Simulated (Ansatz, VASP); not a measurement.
Zn: VASP beside Ansatz

```xyz
2
Lattice="2.6187 0.0000 0.0000 -1.3094 2.2679 0.0000 0.0000 0.0000 4.8389" Properties=species:S:1:pos:R:3 pbc="T T T"
Zn    0.0000    1.5119    1.2097
Zn    1.3094    0.7560    3.6292
```

Alike in both runs: task single point; functional r2SCAN; k mesh 14 × 14 × 7; occupations fermi-dirac, width 0.6 eV; no spin polarisation.

|  | VASP | Ansatz |
| --- | --- | --- |
| version | VASP 6.6.1 | Ansatz 0.2.0 |
| potentials or method | VASP PAW PBE potentials, release 64 (Zn), cutoff 520 eV | plane waves (500 eV) with PAW, scalar-relativistic |
| valence electrons in the cell | 24 | 24 |

```tsv
	VASP	Ansatz	Ansatz less VASP
pressure (GPa)	2.3	1.8	-0.50
traceless stress, the component that is largest in VASP (GPa)	-0.85	-0.71	+0.136
```

VASP's potentials were made for PBE, not for r2SCAN.
